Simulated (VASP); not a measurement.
Wanted: the native input for a VASP 6.6.1 run.

- Task: single point
- Functional: PBEsol
- Potentials or basis: VASP PAW PBE potentials, release 64 (In_d)
- Cutoff: 520 eV
- k mesh: 11 × 11 × 11
- Occupations: fermi-dirac, width 0.05 eV
- Spin: no spin polarisation
- Dipole correction: no
- Further INCAR settings: ALGO = Normal; EDIFF = 1e-07; NBANDS = 12

The structure of In lies in POSCAR:

```
In
1.0
   -1.6145604767      1.6145604767      2.4570974863
    1.6145604767     -1.6145604767      2.4570974863
    1.6145604767      1.6145604767     -2.4570974863
In
1
Direct
    0.0000000000      0.0000000000      0.0000000000
```

This cell differs from its parent crystal: volume scaled by 0.98.

One way to write it, as run:

INCAR

```
PREC = Accurate ; ENCUT = 520
EDIFF = 1E-7 ; ISMEAR = -1
SIGMA = 0.05 ; LREAL = False
LASPH = True ; NELM = 80
ALGO = Normal ; ISIF = 2
LWAVE = False ; LCHARG = False
GGA = PS ; NBANDS = 12
```

KPOINTS

```
regular mesh
0
Gamma
  11 11 11
```

Potentials or basis: VASP PAW PBE potentials, release 64 (In_d).

Command:

```console
$ cat potpaw_PBE.64/In_d/POTCAR > POTCAR
$ mpirun -np 1 vasp_std > vasp.out
```

Results of the run:

```json
{"Pressure": "-0.1 GPa"}
```

Caveat: the PAW data sets were made with another functional, which shifts forces and pressure a little.

Run time: 61 s on 1 thread of Intel Xeon 6975P-C, on a shared host, peak memory 0.18 GiB.
